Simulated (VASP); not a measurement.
# CdTe (F-43m) in VASP: notebook

The runs below take CdTe through single point, with PBE.

All numbers are computed with VASP 6.6.1; they aren't measurements. Logs are shortened: lines on timing, memory, paths and dates and some standing lists are left out, and cuts for length are marked.

## 1. The cell of the first run

Symmetry: F-43m, No. 216, cubic system. Conventional cell: a = 6.410 Å, b = 6.410 Å, c = 6.410 Å, α = 90.00°, β = 90.00°, γ = 90.00°. Within 3.7 Å of Cd (site symmetry -43m) lie 4 Te at 2.78 Å. Te (site symmetry -43m) has 4 Cd at 2.78 Å within 3.7 Å.

## 2. Single point, PBE

The input, INCAR:

```
PREC     = Accurate       # precision mode
ENCUT    = 500            # plane-wave cutoff, eV
EDIFF    = 1E-6           # SCF threshold, eV
ISMEAR   = 0              # smearing method
SIGMA    = 0.02           # smearing width, eV
LREAL    = False          # projectors in reciprocal space
LASPH    = True           # aspherical terms in the spheres
NELM     = 120            # most SCF steps
ALGO     = Normal         # electronic algorithm
ISIF     = 2              # what is computed and relaxed
LWAVE    = False          # write WAVECAR
LCHARG   = False          # write CHGCAR
GGA      = PE             # functional
NBANDS   = 16             # bands
GGA_COMPAT= False
```

The input, KPOINTS:

```
Automatic mesh
0
Gamma
  4 4 4
```

The input, POSCAR:

```
CdTe
1.0
    0.0000000000      3.2050000000      3.2050000000
    3.2050000000      0.0000000000      3.2050000000
    3.2050000000      3.2050000000      0.0000000000
Cd Te
1 1
Direct
    0.0000000000      0.0000000000      0.0000000000
    0.2500000000      0.2500000000      0.2500000000
```

Potentials or basis: VASP PAW PBE potentials, release 64 (Cd, Te).

Launch:

```bash
> cat potpaw_PBE.64/Cd/POTCAR potpaw_PBE.64/Te/POTCAR > POTCAR
> mpirun -np 1 vasp_std > vasp.out
```

OUTCAR:

```text
PREC = Accurate
   ENCUT = 500
   EDIFF = 1E-6
   ISMEAR = 0
   LREAL = False
   LASPH = True
   NELM = 120
   ISIF = 2
   GGA = PE

 ion  position               nearest neighbor table
   1  0.000  0.000  0.000-   2 2.78   2 2.78   2 2.78   2 2.78
   2  0.250  0.250  0.250-   1 2.78   1 2.78   1 2.78   1 2.78

  LATTYP: Found a face centered cubic cell.
 ALAT       =     6.4100000000

  Lattice vectors:

 A1 = (   0.0000000000,   3.2050000000,   3.2050000000)
 A2 = (   3.2050000000,   0.0000000000,   3.2050000000)
 A3 = (   3.2050000000,   3.2050000000,   0.0000000000)

Analysis of symmetry for initial positions (statically):
=====================================================================
 Subroutine PRICEL returns:
 Original cell was already a primitive cell.

 Routine SETGRP: Setting up the symmetry group for a
 face centered cubic supercell.

 Subroutine GETGRP returns: Found 24 space group operations
 (whereof 24 operations were pure point group operations)
 out of a pool of 48 trial point group operations.

The static configuration has the point symmetry T_d .

Analysis of symmetry for dynamics (positions and initial velocities):
=====================================================================
 Subroutine PRICEL returns:
 Original cell was already a primitive cell.

 Routine SETGRP: Setting up the symmetry group for a
 face centered cubic supercell.

 Subroutine GETGRP returns: Found 24 space group operations
 (whereof 24 operations were pure point group operations)
 out of a pool of 48 trial point group operations.

The dynamic configuration has the point symmetry T_d .

 Subroutine INISYM returns: Found 24 space group operations
 (whereof 24 operations are pure point group operations),
 and found     1 'primitive' translations

----------------------------------------------------------------------------------------

                                     Primitive cell

  volume of cell :      65.8437

  direct lattice vectors                    reciprocal lattice vectors
     0.000000000  3.205000000  3.205000000    -0.156006240  0.156006240  0.156006240
     3.205000000  0.000000000  3.205000000     0.156006240 -0.156006240  0.156006240
     3.205000000  3.205000000  0.000000000     0.156006240  0.156006240 -0.156006240

  length of vectors
     4.532554467  4.532554467  4.532554467     0.270210734  0.270210734  0.270210734

  position of ions in fractional coordinates (direct lattice)
     0.000000000  0.000000000  0.000000000
     0.250000000  0.250000000  0.250000000

  ion indices of the primitive-cell ions
   primitive index   ion index
                 1           1
                 2           2

----------------------------------------------------------------------------------------

 KPOINTS: Automatic mesh

Automatic generation of k-mesh.
 Grid dimensions read from file:
 generate k-points for:    4    4    4

 Generating k-lattice:

  Cartesian coordinates                     Fractional coordinates (reciprocal lattice)
    -0.039001560  0.039001560  0.039001560     0.250000000  0.000000000  0.000000000
     0.039001560 -0.039001560  0.039001560     0.000000000  0.250000000  0.000000000
     0.039001560  0.039001560 -0.039001560     0.000000000  0.000000000  0.250000000

  Length of vectors
     0.067552684  0.067552684  0.067552684

  Shift w.r.t. Gamma in fractional coordinates (k-lattice)
     0.000000000  0.000000000  0.000000000

 Subroutine IBZKPT returns following result:
 ===========================================

 Found      8 irreducible k-points:

 Following reciprocal coordinates:
            Coordinates               Weight
  0.000000  0.000000  0.000000      1.000000
  0.250000  0.000000  0.000000      8.000000
  0.500000  0.000000  0.000000      4.000000
  0.250000  0.250000  0.000000      6.000000
  0.500000  0.250000  0.000000     24.000000
 -0.250000  0.250000  0.000000     12.000000
  0.500000  0.500000  0.000000      3.000000
 -0.250000  0.500000  0.250000      6.000000
   k-points           NKPTS =      8   k-points in BZ     NKDIM =      8   number of bands    NBANDS=     16
   number of dos      NEDOS =    301   number of ions     NIONS =      2
   total plane-waves  NPLWV =  46656
   dimension x,y,z NGX =    36 NGY =   36 NGZ =   36
   dimension x,y,z NGXF=    72 NGYF=   72 NGZF=   72
   ions per type =               1   1
   NGX,Y,Z   is equivalent  to a cutoff of  13.20, 13.20, 13.20 a.u.
   NGXF,Y,Z  is equivalent  to a cutoff of  26.41, 26.41, 26.41 a.u.
 SYSTEM =  unknown system
   PREC   = accura    normal or accurate (medium, high low for compatibility)
   ISTART =      0    job   : 0-new  1-cont  2-samecut
   ICHARG =      2    charge: 1-file 2-atom 10-const
   ISPIN  =      1    spin polarized calculation?
   LNONCOLLINEAR =      F non collinear calculations
   LSORBIT =      F    spin-orbit coupling
   LASPH  =      T    aspherical Exc in radial PAW
   ENCUT  =  500.0 eV  36.75 Ry    6.06 a.u.   8.26  8.26  8.26*2*pi/ulx,y,z
   NELM   =    120;   NELMIN=  2; NELMDL= -5     # of ELM steps
   EDIFF  = 0.1E-05   stopping-criterion for ELM
   LREAL  =      F    real-space projection
   EDIFFG = 0.1E-04   stopping-criterion for IOM
   NSW    =      0    number of steps for IOM
   IBRION =     -1    ionic relax: 0-MD 1-quasi-New 2-CG
   NFREE  =      0    steps in history (QN), initial steepest desc. (CG)
   ISIF   =      2    stress and relaxation
   ISYM   =      2    0-nonsym 1-usesym 2-fastsym
   POTIM  = 0.5000    time-step for ionic-motion
   TEBEG  =    0.0;   TEEND  =   0.0 temperature during run
   PSTRESS=    0.0 pullay stress
   NELECT =      18.0000    total number of electrons
   NUPDOWN=      -1.0000    fix difference up-down
   EMIN   =  10.00;   EMAX   =-10.00  energy-range for DOS
   EFERMI =   0.00;   METHOD = LEGACY
   ISMEAR =     0;   SIGMA  =   0.02  broadening in eV -4-tet -1-fermi 0-gaus
   EFERMI_NEDOS =   21; number of points for ismear=-14 and -15
   IALGO  =     38    algorithm
   IMIX   =      4    mixing-type and parameters
     AMIX     =   0.40;   BMIX     =  1.00
     AMIX_MAG =   1.60;   BMIX_MAG =  1.00
  volume/ion in A,a.u.               =      32.92       222.17
  Fermi-wavevector in a.u.,A,eV,Ry     =   1.062497  2.007828 15.359610  1.128899
  Thomas-Fermi vector in A             =   2.197950
   LORBIT       =      0    0 simple, 1 ext, 2 COOP (PROOUT), +10 PAW based schemes
   GGA     = PE    functional components
   LHFCALC =     F    Hartree Fock is set to
   AEXX    =    0.0000 exact exchange contribution
   IVDW    =     0    specifies the selected vdW correction
   LEPSILON=     F    determine dielectric tensor
   LRPA    =     F    only Hartree local field effects (RPA)
 non-spin polarized calculation
 Gauss-broadening in eV      SIGMA  =   0.02
  energy-cutoff  :      500.00
  volume of cell :       65.84
 maximum number of plane-waves:      1700
 NGX is ok and might be reduce to    36
   NGX = 17   NGY = 17   NGZ = 17

 number of electron      17.9999995 magnetization

 Free energy of the ion-electron system (eV)
  ---------------------------------------------------
  ext. energy  EPLUGINS =         0.00000000
  ---------------------------------------------------
  free energy    TOTEN  =        -4.66092272 eV

  energy without entropy =       -4.66092272  energy(sigma->0) =       -4.66092272

 E-fermi :   2.7699     XC(G=0):  -8.7178

 val. band max:        2.6816728544   @ k =   0.0000   0.0000   0.0000
 cond. band min:       3.5434036062   @ k =   0.0000   0.0000   0.0000
 fundamental gap:      0.8617307518
 Fermi energy:         2.7699465075

 k-point     1 :       0.0000    0.0000    0.0000
  band No.  band energies     occupation
      1      -8.6821      2.00000
      2      -5.7551      2.00000
      3      -5.7551      2.00000
      4      -5.7551      2.00000
      5      -5.4717      2.00000
      6      -5.4717      2.00000
[... 8 lines left out ...]
     15      12.0820      0.00000
     16      12.0820      0.00000

 k-point     2 :       0.2500    0.0000    0.0000
  band No.  band energies     occupation
      1      -8.4666      2.00000
      2      -5.7160      2.00000
      3      -5.7160      2.00000
      4      -5.5456      2.00000
      5      -5.4723      2.00000
      6      -5.4723      2.00000
[... 8 lines left out ...]
     15      11.1334      0.00000
     16      11.1334      0.00000

 k-point     3 :       0.5000    0.0000    0.0000
  band No.  band energies     occupation
      1      -8.2548      2.00000
      2      -5.6861      2.00000
      3      -5.6861      2.00000
      4      -5.4618      2.00000
      5      -5.4618      2.00000
      6      -5.0866      2.00000
[... 8 lines left out ...]
     15      13.0584      0.00000
     16      13.0584      0.00000

 k-point     4 :       0.2500    0.2500    0.0000
  band No.  band energies     occupation
      1      -8.3968      2.00000
      2      -5.6704      2.00000
      3      -5.6704      2.00000
      4      -5.5892      2.00000
      5      -5.4551      2.00000
      6      -5.4429      2.00000
[... 8 lines left out ...]
     15      12.6110      0.00000
     16      13.4489      0.00000

 k-point     5 :       0.5000    0.2500    0.0000
  band No.  band energies     occupation
      1      -8.1909      2.00000
      2      -5.6505      2.00000
      3      -5.6286      2.00000
      4      -5.5178      2.00000
      5      -5.4543      2.00000
      6      -5.0292      2.00000
[... 8 lines left out ...]
     15      13.2732      0.00000
     16      13.7765      0.00000

 k-point     6 :      -0.2500    0.2500    0.0000
  band No.  band energies     occupation
      1      -8.2577      2.00000
      2      -5.6675      2.00000
      3      -5.6663      2.00000
      4      -5.4809      2.00000
      5      -5.4806      2.00000
      6      -5.1774      2.00000
[... 8 lines left out ...]
     15      12.3072      0.00000
     16      13.8908      0.00000

 k-point     7 :       0.5000    0.5000    0.0000
  band No.  band energies     occupation
      1      -8.1254      2.00000
      2      -5.5910      2.00000
      3      -5.5750      2.00000
      4      -5.5750      2.00000
      5      -5.4384      2.00000
      6      -4.9333      2.00000
[... 8 lines left out ...]
     15      13.5361      0.00000
     16      14.3487      0.00000

 k-point     8 :      -0.2500    0.5000    0.2500
  band No.  band energies     occupation
      1      -8.1274      2.00000
      2      -5.6197      2.00000
      3      -5.6169      2.00000
      4      -5.5038      2.00000
      5      -5.4726      2.00000
      6      -4.8404      2.00000
[... 8 lines left out ...]
     15      13.9206      0.00000
     16      14.1023      0.00000

------------------------ aborting loop because EDIFF is reached ----------------------------------------

  FORCE on cell =-STRESS in cart. coord.  units (eV):
  Direction    XX          YY          ZZ          XY          YZ          ZX
  --------------------------------------------------------------------------------------
  -------------------------------------------------------------------------------------
  Total        1.9106240      1.9106240      1.9106240      0.0000000     -0.0000000      0.0000000
  in kB       46.4913014     46.4913014     46.4913014      0.0000000     -0.0000000      0.0000000
  external PRESSURE =      46.4913014 kB  Pullay stress =       0.0000000 kB

 VOLUME and BASIS-vectors are now :
 -----------------------------------------------------------------------------
  energy-cutoff  :      500.00
  volume of cell :       65.84
      direct lattice vectors                 reciprocal lattice vectors
     0.000000000  3.205000000  3.205000000    -0.156006240  0.156006240  0.156006240
     3.205000000  0.000000000  3.205000000     0.156006240 -0.156006240  0.156006240
     3.205000000  3.205000000  0.000000000     0.156006240  0.156006240 -0.156006240

 POSITION                                       TOTAL-FORCE (eV/Angst)
 -----------------------------------------------------------------------------------
      0.00000      0.00000      0.00000         0.000000      0.000000      0.000000
      1.60250      1.60250      1.60250        -0.000000     -0.000000     -0.000000
 -----------------------------------------------------------------------------------
    total drift:                                0.000000      0.000000      0.000000

  FREE ENERGIE OF THE ION-ELECTRON SYSTEM (eV)
  ---------------------------------------------------
  free  energy   TOTEN  =        -4.6609227198 eV

  energy  without entropy=       -4.6609227198  energy(sigma->0) =       -4.66092272
```

Wall time 7.8 s (1 thread of AMD EPYC 9R45 (Zen 5), shared host); peak memory 0.17 GiB.

Results:

```
Free energy            : -4.6609 eV
Pressure               : 4.6 GPa
Band gap on the k mesh : 0.86 eV
```

Caveat: the k points lie up to 0.42 Å⁻¹ apart; spin-orbit coupling is left out, which moves the levels of the heavy elements. As with any semilocal functional, this PBE gap is likely too small.

## 3. Single point, PBE

The input, INCAR:

```
SYSTEM = CdTe
PREC = Accurate
ENCUT = 500
EDIFF = 1E-6
ISMEAR = 0
SIGMA = 0.02
LREAL = .False.
LASPH = .True.
NELM = 120
ALGO = Normal
ISIF = 2
LWAVE = .False.
LCHARG = .False.
GGA = PE
NBANDS = 16
GGA_COMPAT = .False.
```

The input, KPOINTS:

```
regular mesh
0
Gamma
  6 6 6
  0 0 0
```

POSCAR is that of step 2.

Potentials or basis: VASP PAW PBE potentials, release 64 (Cd, Te).

Launch:

```bash
> cat potpaw_PBE.64/Cd/POTCAR potpaw_PBE.64/Te/POTCAR > POTCAR
> mpirun -np 1 vasp_std > vasp.out
```

Wall time 13 s (1 thread of AMD EPYC 9R45 (Zen 5), shared host); peak memory 0.18 GiB.

Results (log left out):

* Free energy: -4.7211 eV
* Pressure: 4.4 GPa
* Band gap on the k mesh: 0.87 eV

Levels at points of the mesh, in eV from the valence-band top:
| k point | band 5 | band 6 | band 7 | band 8 | band 9 | band 10 | band 11 | band 12 | band 13 | band 14 |
| --- | --- | --- | --- | --- | --- | --- | --- | --- | --- | --- |
| (0.00, 0.00, 0.00) | -8.13 | -8.13 | 0.00 | 0.00 | 0.00 | 0.87 | 4.57 | 4.57 | 4.57 | 7.50 |
| (0.50, 0.00, 0.00) | -8.12 | -7.74 | -4.62 | -0.83 | -0.83 | 1.85 | 5.17 | 5.17 | 7.10 | 8.78 |
| (0.50, 0.50, 0.00) | -8.09 | -7.59 | -4.47 | -1.98 | -1.98 | 2.53 | 2.66 | 9.03 | 9.30 | 9.30 |

Caveat: the cell stands under pressure; spin-orbit coupling is left out, which moves the levels of the heavy elements.

## 4. Single point, PBE

The input, INCAR:

```
PREC = Accurate ; ENCUT = 500
EDIFF = 1E-6 ; ISMEAR = 0
SIGMA = 0.02 ; LREAL = False
LASPH = True ; NELM = 120
ALGO = Normal ; ISIF = 2
LWAVE = False ; LCHARG = True
GGA = PE ; LELF = True
LVHAR = True ; NBANDS = 16
GGA_COMPAT = False
```

The input, KPOINTS:

```
Automatic mesh
0
Gamma
  6 6 6
```

POSCAR is that of step 3.

Launch:

```bash
> cat potpaw_PBE.64/Cd/POTCAR potpaw_PBE.64/Te/POTCAR > POTCAR
> mpirun -np 1 vasp_std > vasp.out
```

It took 14 s on 1 thread of AMD EPYC 9R45 (Zen 5), shared host; peak memory 0.18 GiB.

Results (log left out):

```
Free energy            : -4.7211 eV
Pressure               : 4.4 GPa
Band gap on the k mesh : 0.87 eV
```

Levels at points of the mesh, in eV from the valence-band top:
| k point | band 5 | band 6 | band 7 | band 8 | band 9 | band 10 | band 11 | band 12 | band 13 | band 14 |
| --- | --- | --- | --- | --- | --- | --- | --- | --- | --- | --- |
| (0.00, 0.00, 0.00) | -8.13 | -8.13 | 0.00 | 0.00 | 0.00 | 0.87 | 4.57 | 4.57 | 4.57 | 7.50 |
| (0.50, 0.00, 0.00) | -8.12 | -7.74 | -4.62 | -0.83 | -0.83 | 1.85 | 5.17 | 5.17 | 7.10 | 8.78 |
| (0.50, 0.50, 0.00) | -8.09 | -7.59 | -4.47 | -1.98 | -1.98 | 2.53 | 2.66 | 9.03 | 9.30 | 9.30 |

Caveat: the cell stands under pressure; spin-orbit coupling is left out, which moves the levels of the heavy elements.

(Continued in part 2 of 2.)
